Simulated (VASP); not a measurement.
Write the native input for VASP 6.6.1 that does the following.

```yaml
Task: single point
Functional: PBE
Potentials_or_basis: VASP PAW PBE potentials, release 64 (Se)
Cutoff: 520 eV
k_mesh: 13 × 13 × 13
Occupations: fermi-dirac, width 0.08 eV
Spin: no spin polarisation
Dipole_correction: no
k_mesh_for_the_DOS: 20 × 20 × 20
Occupations_for_the_DOS: tetrahedron
Further_INCAR_settings: ALGO = Normal; EDIFF = 1e-06
```

The system is Se.

```
Se
1.0
     2.00090   -1.15522    3.27051
     0.00000    2.31045    3.27051
    -2.00090   -1.15522    3.27051
Se
2
Direct
  0.25000 0.25000 0.25000
  0.75000 0.75000 0.75000
```

This isn't the form of Se at room conditions, which is trigonal, of chains.

These files were run (other wordings do the same):

POSCAR

```
Se
1.0
    2.0009041209     -1.1552225328      3.2705095032
    0.0000000000      2.3104450656      3.2705095032
   -2.0009041209     -1.1552225328      3.2705095032
Se
2
Direct
    0.2499989885      0.2499989885      0.2499989885
   -0.2499989885     -0.2499989885     -0.2499989885
```

INCAR.step1

```
  ALGO = Normal
  EDIFF = 1E-6
  ENCUT = 520
  GGA = PE
  ISIF = 2
  ISMEAR = -1
  LASPH = T
  LCHARG = T
  LREAL = F
  LWAVE = F
  NBANDS = 13
  NELM = 60
  PREC = Accurate
  SIGMA = 0.08
```

KPOINTS.step1

```
k-points
0
Gamma
  13 13 13
```

INCAR.step2

```
  ALGO = Normal
  EDIFF = 1E-6
  ENCUT = 520
  GGA = PE
  ICHARG = 11
  ISIF = 2
  ISMEAR = -5
  LASPH = T
  LCHARG = F
  LORBIT = 10
  LREAL = F
  LWAVE = F
  NEDOS = 2001
  NELM = 60
  PREC = Accurate
  SIGMA = 0.08
```

KPOINTS.step2

```
k-points
0
Gamma
  20 20 20
```

Potentials or basis: VASP PAW PBE potentials, release 64 (Se).

Command:

```bash
$ cat potpaw_PBE.64/Se/POTCAR > POTCAR
$ cp INCAR.step1 INCAR
$ cp KPOINTS.step1 KPOINTS
$ mpirun -np 1 vasp_std > vasp.out
$ cp INCAR.step2 INCAR
$ cp KPOINTS.step2 KPOINTS
$ mpirun -np 1 vasp_std > vasp.out
```

It gave:

| Item | Value |
| --- | --- |
| Valence electrons inside the program's atomic spheres | Se 3.65 |

Wall time 2.6 min on 1 thread of Intel(R) Xeon(R) 6975P-C (Granite Rapids) (shared host), peak memory 0.42 GiB.
